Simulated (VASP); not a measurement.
# NaHgF3 (Pm-3m) in VASP: a series of runs, part 3 of 3

VASP 6.6.1.

## Step 5: Single point, PBE

This run uses another cell than the first one, of 18.98 Å³/atom.

INCAR reads:

```
PREC = Accurate
ENCUT = 520
EDIFF = 1E-6
ISMEAR = 0
SIGMA = 0.01
LREAL = False
LASPH = True
NELM = 80
ALGO = Normal
ISIF = 2
LWAVE = False
LCHARG = False
GGA = PE
NBANDS = 28
```

KPOINTS reads:

```
Automatic mesh
0
Gamma
  6 6 6
```

POSCAR reads:

```
NaHgF3
1.0
    4.5609942471      0.0000000000      0.0000000000
    0.0000000000      4.5609942471      0.0000000000
    0.0000000000      0.0000000000      4.5609942471
Na Hg F
1 1 3
Direct
    0.0000000000      0.0000000000      0.0000000000
    0.5000000000      0.5000000000      0.5000000000
    0.5000000000      0.5000000000      0.0000000000
    0.5000000000      0.0000000000      0.5000000000
    0.0000000000      0.5000000000      0.5000000000
```

Potentials or basis: VASP PAW PBE potentials, release 64 (Na_pv, Hg, F).

Started as:

```sh
$ cat potpaw_PBE.64/Na_pv/POTCAR potpaw_PBE.64/Hg/POTCAR potpaw_PBE.64/F/POTCAR > POTCAR
$ mpirun -np 1 vasp_std > vasp.out
```

OUTCAR:

```text
PREC = Accurate
   ENCUT = 520
   EDIFF = 1E-6
   ISMEAR = 0
   LREAL = False
   LASPH = True
   NELM = 80
   ISIF = 2
   GGA = PE

 ion  position               nearest neighbor table
   1  0.000  0.000  0.000-
   2  0.500  0.500  0.500-   3 2.28   4 2.28   5 2.28   3 2.28   4 2.28   5 2.28
   3  0.500  0.500  0.000-   2 2.28   2 2.28
   4  0.500  0.000  0.500-   2 2.28   2 2.28
   5  0.000  0.500  0.500-   2 2.28   2 2.28

  LATTYP: Found a simple cubic cell.
 ALAT       =     4.5609942471

  Lattice vectors:

 A1 = (   4.5609942471,   0.0000000000,   0.0000000000)
 A2 = (   0.0000000000,   4.5609942471,   0.0000000000)
 A3 = (   0.0000000000,   0.0000000000,   4.5609942471)

Analysis of symmetry for initial positions (statically):
=====================================================================
 Subroutine PRICEL returns:
 Original cell was already a primitive cell.

 Routine SETGRP: Setting up the symmetry group for a
 simple cubic supercell.

 Subroutine GETGRP returns: Found 48 space group operations
 (whereof 48 operations were pure point group operations)
 out of a pool of 48 trial point group operations.

The static configuration has the point symmetry O_h .

Analysis of symmetry for dynamics (positions and initial velocities):
=====================================================================
 Subroutine PRICEL returns:
 Original cell was already a primitive cell.

 Routine SETGRP: Setting up the symmetry group for a
 simple cubic supercell.

 Subroutine GETGRP returns: Found 48 space group operations
 (whereof 48 operations were pure point group operations)
 out of a pool of 48 trial point group operations.

The dynamic configuration has the point symmetry O_h .

 Subroutine INISYM returns: Found 48 space group operations
 (whereof 48 operations are pure point group operations),
 and found     1 'primitive' translations

----------------------------------------------------------------------------------------

                                     Primitive cell

  volume of cell :      94.8809

  direct lattice vectors                    reciprocal lattice vectors
     4.560994247  0.000000000  0.000000000     0.219250441  0.000000000  0.000000000
     0.000000000  4.560994247  0.000000000     0.000000000  0.219250441  0.000000000
     0.000000000  0.000000000  4.560994247     0.000000000  0.000000000  0.219250441

  length of vectors
     4.560994247  4.560994247  4.560994247     0.219250441  0.219250441  0.219250441

  position of ions in fractional coordinates (direct lattice)
     0.000000000  0.000000000  0.000000000
     0.500000000  0.500000000  0.500000000
     0.500000000  0.500000000  0.000000000
     0.500000000  0.000000000  0.500000000
     0.000000000  0.500000000  0.500000000

  ion indices of the primitive-cell ions
   primitive index   ion index
                 1           1
                 2           2
                 3           3
                 4           4
                 5           5

----------------------------------------------------------------------------------------

 KPOINTS: Automatic mesh

Automatic generation of k-mesh.
 Grid dimensions read from file:
 generate k-points for:    6    6    6

 Generating k-lattice:

  Cartesian coordinates                     Fractional coordinates (reciprocal lattice)
     0.036541740  0.000000000  0.000000000     0.166666667  0.000000000  0.000000000
     0.000000000  0.036541740  0.000000000     0.000000000  0.166666667  0.000000000
     0.000000000  0.000000000  0.036541740     0.000000000  0.000000000  0.166666667

  Length of vectors
     0.036541740  0.036541740  0.036541740

  Shift w.r.t. Gamma in fractional coordinates (k-lattice)
     0.000000000  0.000000000  0.000000000

 Subroutine IBZKPT returns following result:
 ===========================================

 Found     20 irreducible k-points:

 Following reciprocal coordinates:
            Coordinates               Weight
  0.000000  0.000000  0.000000      1.000000
  0.166667  0.000000  0.000000      6.000000
  0.333333  0.000000  0.000000      6.000000
  0.500000  0.000000  0.000000      3.000000
  0.166667  0.166667  0.000000     12.000000
  0.333333  0.166667  0.000000     24.000000
[... 12 lines left out ...]
  0.500000  0.500000  0.333333      6.000000
  0.500000  0.500000  0.500000      1.000000
   k-points           NKPTS =     20   k-points in BZ     NKDIM =     20   number of bands    NBANDS=     28
   number of dos      NEDOS =    301   number of ions     NIONS =      5
   total plane-waves  NPLWV =  46656
   dimension x,y,z NGX =    36 NGY =   36 NGZ =   36
   dimension x,y,z NGXF=    72 NGYF=   72 NGZF=   72
   ions per type =               1   1   3
   NGX,Y,Z   is equivalent  to a cutoff of  13.12, 13.12, 13.12 a.u.
   NGXF,Y,Z  is equivalent  to a cutoff of  26.24, 26.24, 26.24 a.u.
 SYSTEM =  unknown system
   PREC   = accura    normal or accurate (medium, high low for compatibility)
   ISTART =      0    job   : 0-new  1-cont  2-samecut
   ICHARG =      2    charge: 1-file 2-atom 10-const
   ISPIN  =      1    spin polarized calculation?
   LNONCOLLINEAR =      F non collinear calculations
   LSORBIT =      F    spin-orbit coupling
   LASPH  =      T    aspherical Exc in radial PAW
   ENCUT  =  520.0 eV  38.22 Ry    6.18 a.u.   8.48  8.48  8.48*2*pi/ulx,y,z
   NELM   =     80;   NELMIN=  2; NELMDL= -5     # of ELM steps
   EDIFF  = 0.1E-05   stopping-criterion for ELM
   LREAL  =      F    real-space projection
   EDIFFG = 0.1E-04   stopping-criterion for IOM
   NSW    =      0    number of steps for IOM
   IBRION =     -1    ionic relax: 0-MD 1-quasi-New 2-CG
   NFREE  =      0    steps in history (QN), initial steepest desc. (CG)
   ISIF   =      2    stress and relaxation
   ISYM   =      2    0-nonsym 1-usesym 2-fastsym
   POTIM  = 0.5000    time-step for ionic-motion
   TEBEG  =    0.0;   TEEND  =   0.0 temperature during run
   PSTRESS=    0.0 pullay stress
   NELECT =      40.0000    total number of electrons
   NUPDOWN=      -1.0000    fix difference up-down
   EMIN   =  10.00;   EMAX   =-10.00  energy-range for DOS
   EFERMI =   0.00;   METHOD = LEGACY
   ISMEAR =     0;   SIGMA  =   0.01  broadening in eV -4-tet -1-fermi 0-gaus
   EFERMI_NEDOS =   21; number of points for ismear=-14 and -15
   IALGO  =     38    algorithm
   IMIX   =      4    mixing-type and parameters
     AMIX     =   0.40;   BMIX     =  1.00
     AMIX_MAG =   1.60;   BMIX_MAG =  1.00
  volume/ion in A,a.u.               =      18.98       128.06
  Fermi-wavevector in a.u.,A,eV,Ry     =   1.227539  2.319712 20.501967  1.506852
  Thomas-Fermi vector in A             =   2.362499
   LORBIT       =      0    0 simple, 1 ext, 2 COOP (PROOUT), +10 PAW based schemes
   GGA     = PE    functional components
   LHFCALC =     F    Hartree Fock is set to
   AEXX    =    0.0000 exact exchange contribution
   IVDW    =     0    specifies the selected vdW correction
   LEPSILON=     F    determine dielectric tensor
   LRPA    =     F    only Hartree local field effects (RPA)
 non-spin polarized calculation
 Gauss-broadening in eV      SIGMA  =   0.01
  energy-cutoff  :      520.00
  volume of cell :       94.88
 maximum number of plane-waves:      2572
 NGX is ok and might be reduce to    36
   NGX = 17   NGY = 17   NGZ = 17

 number of electron      40.0000034 magnetization

 Free energy of the ion-electron system (eV)
  ---------------------------------------------------
  ext. energy  EPLUGINS =         0.00000000
  ---------------------------------------------------
  free energy    TOTEN  =       -15.63637361 eV

  energy without entropy =      -15.63637361  energy(sigma->0) =      -15.63637361

 E-fermi :  -1.1371     XC(G=0):  -8.0378

 val. band max:       -1.1961767178   @ k =   0.5000   0.5000   0.5000
 cond. band min:      -0.8271991860   @ k =   0.0000   0.0000   0.0000
 fundamental gap:      0.3689775317
 Fermi energy:        -1.1371134024

 k-point     1 :       0.0000    0.0000    0.0000
  band No.  band energies     occupation
      1     -24.5666      2.00000
      2     -24.5666      2.00000
      3     -24.5666      2.00000
      4     -22.7068      2.00000
      5     -22.4691      2.00000
      6     -22.4691      2.00000
[... 609 lines left out ...]
     27       7.3488      0.00000
     28       7.3488      0.00000

------------------------ aborting loop because EDIFF is reached ----------------------------------------

  FORCE on cell =-STRESS in cart. coord.  units (eV):
  Direction    XX          YY          ZZ          XY          YZ          ZX
  --------------------------------------------------------------------------------------
  -------------------------------------------------------------------------------------
  Total        0.1523954      0.1523954      0.1523954      0.0000000      0.0000000      0.0000000
  in kB        2.5733793      2.5733793      2.5733793      0.0000000      0.0000000      0.0000000
  external PRESSURE =       2.5733793 kB  Pullay stress =       0.0000000 kB

 VOLUME and BASIS-vectors are now :
 -----------------------------------------------------------------------------
  energy-cutoff  :      520.00
  volume of cell :       94.88
      direct lattice vectors                 reciprocal lattice vectors
     4.560994247  0.000000000  0.000000000     0.219250441  0.000000000  0.000000000
     0.000000000  4.560994247  0.000000000     0.000000000  0.219250441  0.000000000
     0.000000000  0.000000000  4.560994247     0.000000000  0.000000000  0.219250441

 POSITION                                       TOTAL-FORCE (eV/Angst)
 -----------------------------------------------------------------------------------
      0.00000      0.00000      0.00000         0.000000      0.000000      0.000000
      2.28050      2.28050      2.28050         0.000000      0.000000      0.000000
      2.28050      2.28050      0.00000         0.000000      0.000000      0.000000
      2.28050      0.00000      2.28050         0.000000      0.000000      0.000000
      0.00000      2.28050      2.28050         0.000000      0.000000      0.000000
 -----------------------------------------------------------------------------------
    total drift:                                0.000000      0.000000      0.000000

  FREE ENERGIE OF THE ION-ELECTRON SYSTEM (eV)
  ---------------------------------------------------
  free  energy   TOTEN  =       -15.6363736131 eV

  energy  without entropy=      -15.6363736131  energy(sigma->0) =      -15.63637361
```

OSZICAR:

```text
N       E                     dE             d eps       ncg     rms          rms(c)
DAV:   1     0.404563776068E+03    0.40456E+03   -0.20713E+04  1124   0.145E+03
DAV:   2     0.197184771450E+02   -0.38485E+03   -0.36606E+03  1220   0.398E+02
DAV:   3    -0.178618249605E+02   -0.37580E+02   -0.36904E+02  1280   0.132E+02
DAV:   4    -0.186168914055E+02   -0.75507E+00   -0.75311E+00  1216   0.196E+01
DAV:   5    -0.186261857500E+02   -0.92943E-02   -0.92939E-02  1196   0.225E+00    0.137E+01
DAV:   6    -0.157362470161E+02    0.28899E+01   -0.97853E+00  1476   0.293E+01    0.100E+01
DAV:   7    -0.156843405851E+02    0.51906E-01   -0.73705E-01  1132   0.709E+00    0.636E+00
DAV:   8    -0.156411678407E+02    0.43173E-01   -0.17895E-01  1148   0.374E+00    0.650E-01
DAV:   9    -0.156360262668E+02    0.51416E-02   -0.26183E-02  1304   0.121E+00    0.248E-01
DAV:  10    -0.156362195969E+02   -0.19333E-03   -0.11197E-03  1152   0.429E-01    0.882E-02
DAV:  11    -0.156363817854E+02   -0.16219E-03   -0.40577E-04  1168   0.145E-01    0.622E-02
DAV:  12    -0.156363726165E+02    0.91690E-05   -0.60443E-05  1256   0.737E-02    0.146E-02
DAV:  13    -0.156363736552E+02   -0.10387E-05   -0.62260E-06  1240   0.205E-02    0.439E-03
DAV:  14    -0.156363736131E+02    0.42053E-07   -0.60819E-07   736   0.623E-03
   1 F= -.15636374E+02 E0= -.15636374E+02  d E =-.253887E-18
```

Wall time 25 s (1 thread of AMD EPYC 9R45 (Zen 5), shared host); peak memory 0.19 GiB.

Results:

| Item | Value |
| --- | --- |
| Free energy | -15.6364 eV |
| Pressure | 0.3 GPa |
| Band gap on the k mesh | 0.37 eV (least direct gap 2.79 eV) |

Caveat: spin-orbit coupling is left out, which moves the levels of the heavy elements. A k mesh can miss the band edges.

## Step 6: Single point, PBE (19.55 Å³/atom)

This run uses another cell than the first one, of 19.55 Å³/atom.

INCAR reads:

```
PREC = Accurate ; ENCUT = 520
EDIFF = 1E-6 ; ISMEAR = 0
SIGMA = 0.01 ; LREAL = F
LASPH = T ; NELM = 80
ALGO = Normal ; ISIF = 2
LWAVE = F ; LCHARG = F
GGA = PE ; NBANDS = 28
```

KPOINTS reads:

```
regular mesh
0
Gamma
  6 6 6
```

POSCAR: that of step 5 with these lines changed.

```diff
@@ -2,5 +2,5 @@
 1.0
-    4.5609942471      0.0000000000      0.0000000000
-    0.0000000000      4.5609942471      0.0000000000
-    0.0000000000      0.0000000000      4.5609942471
+    4.6061555430      0.0000000000      0.0000000000
+    0.0000000000      4.6061555430      0.0000000000
+    0.0000000000      0.0000000000      4.6061555430
 Na Hg F
```

Potentials or basis: VASP PAW PBE potentials, release 64 (Na_pv, Hg, F).

Started as:

```sh
$ cat potpaw_PBE.64/Na_pv/POTCAR potpaw_PBE.64/Hg/POTCAR potpaw_PBE.64/F/POTCAR > POTCAR
$ mpirun -np 1 vasp_std > vasp.out
```

OUTCAR:

```text
PREC = Accurate
   ENCUT = 520
   EDIFF = 1E-6
   ISMEAR = 0
   LREAL = F
   LASPH = T
   NELM = 80
   ISIF = 2
   GGA = PE

 ion  position               nearest neighbor table
   1  0.000  0.000  0.000-
   2  0.500  0.500  0.500-   3 2.30   4 2.30   5 2.30   3 2.30   4 2.30   5 2.30
   3  0.500  0.500  0.000-   2 2.30   2 2.30
   4  0.500  0.000  0.500-   2 2.30   2 2.30
   5  0.000  0.500  0.500-   2 2.30   2 2.30

  LATTYP: Found a simple cubic cell.
 ALAT       =     4.6061555430

  Lattice vectors:

 A1 = (   4.6061555430,   0.0000000000,   0.0000000000)
 A2 = (   0.0000000000,   4.6061555430,   0.0000000000)
 A3 = (   0.0000000000,   0.0000000000,   4.6061555430)

Analysis of symmetry for initial positions (statically):
=====================================================================
 Subroutine PRICEL returns:
 Original cell was already a primitive cell.

 Routine SETGRP: Setting up the symmetry group for a
[... 166 lines left out ...]
  free energy    TOTEN  =       -15.63169553 eV

  energy without entropy =      -15.63169553  energy(sigma->0) =      -15.63169553

 E-fermi :  -1.3875     XC(G=0):  -7.9115

 val. band max:       -1.4854852936   @ k =   0.5000   0.5000   0.5000
 cond. band min:      -1.0749664683   @ k =   0.0000   0.0000   0.0000
 fundamental gap:      0.4105188254
 Fermi energy:        -1.3874758437

 k-point     1 :       0.0000    0.0000    0.0000
  band No.  band energies     occupation
      1     -24.7450      2.00000
      2     -24.7450      2.00000
      3     -24.7450      2.00000
      4     -22.7491      2.00000
      5     -22.5290      2.00000
      6     -22.5290      2.00000
[... 609 lines left out ...]
     27       7.0958      0.00000
     28       7.0958      0.00000

------------------------ aborting loop because EDIFF is reached ----------------------------------------

  FORCE on cell =-STRESS in cart. coord.  units (eV):
  Direction    XX          YY          ZZ          XY          YZ          ZX
  --------------------------------------------------------------------------------------
  -------------------------------------------------------------------------------------
  Total       -0.7351011     -0.7351011     -0.7351011     -0.0000000     -0.0000000      0.0000000
  in kB      -12.0515209    -12.0515209    -12.0515209     -0.0000000     -0.0000000      0.0000000
  external PRESSURE =     -12.0515209 kB  Pullay stress =       0.0000000 kB

 VOLUME and BASIS-vectors are now :
 -----------------------------------------------------------------------------
  energy-cutoff  :      520.00
  volume of cell :       97.73
      direct lattice vectors                 reciprocal lattice vectors
     4.606155543  0.000000000  0.000000000     0.217100788  0.000000000  0.000000000
     0.000000000  4.606155543  0.000000000     0.000000000  0.217100788  0.000000000
     0.000000000  0.000000000  4.606155543     0.000000000  0.000000000  0.217100788

 POSITION                                       TOTAL-FORCE (eV/Angst)
 -----------------------------------------------------------------------------------
      0.00000      0.00000      0.00000         0.000000      0.000000      0.000000
      2.30308      2.30308      2.30308         0.000000      0.000000      0.000000
      2.30308      2.30308      0.00000         0.000000      0.000000      0.000000
      2.30308      0.00000      2.30308         0.000000      0.000000      0.000000
      0.00000      2.30308      2.30308         0.000000      0.000000      0.000000
 -----------------------------------------------------------------------------------
    total drift:                                0.000000      0.000000      0.000000

  FREE ENERGIE OF THE ION-ELECTRON SYSTEM (eV)
  ---------------------------------------------------
  free  energy   TOTEN  =       -15.6316955262 eV

  energy  without entropy=      -15.6316955262  energy(sigma->0) =      -15.63169553
```

Wall time 25 s (1 thread of AMD EPYC 9R45 (Zen 5), shared host); peak memory 0.2 GiB.

Results:

| Property | Result |
| --- | --- |
| Free energy | -15.6317 eV |
| Pressure | -1.2 GPa |
| Band gap on the k mesh | 0.41 eV (least direct gap 2.62 eV) |

Levels at points of the mesh, in eV from the valence-band top:
| k point | band 17 | band 18 | band 19 | band 20 | band 21 | band 22 | band 23 | band 24 |
| --- | --- | --- | --- | --- | --- | --- | --- | --- |
| (0.00, 0.00, 0.00) | -2.24 | -2.21 | -2.21 | -2.21 | 0.41 | 5.04 | 9.57 | 9.57 |
| (0.50, 0.00, 0.00) | -2.22 | -2.02 | -1.89 | -1.89 | 2.95 | 4.73 | 7.86 | 10.48 |
| (0.50, 0.50, 0.00) | -1.90 | -1.88 | -1.88 | 0.00 | 4.37 | 6.07 | 6.53 | 6.53 |
| (0.50, 0.50, 0.50) | -1.90 | -1.90 | 0.00 | 0.00 | 5.51 | 6.24 | 7.65 | 7.65 |

Caveat: spin-orbit coupling is left out, which moves the levels of the heavy elements.

## Step 7: The runs side by side

```csv
cell,gap on the mesh (eV),pressure (GPa)
"a = 4.468 Å, 5 atoms",0.26,4.1
"a = 4.499 Å, 5 atoms",0.30,2.7
"a = 4.515 Å, 5 atoms",0.32,2.1
"a = 4.561 Å, 5 atoms",0.37,0.3
"a = 4.606 Å, 5 atoms",0.41,-1.2
```

Alike in all rows: task single point; level PBE; potentials or basis VASP PAW PBE potentials, release 64 (Na_pv, Hg, F); no spin polarisation; k mesh 6 × 6 × 6; cutoff (eV) 520; smearing gaussian 0.01 eV.

Caveats: spin-orbit coupling is left out, which moves the levels of the heavy elements; the cell stands under pressure (at least some runs).

Absolute energies hang on the potentials; compare differences alone.
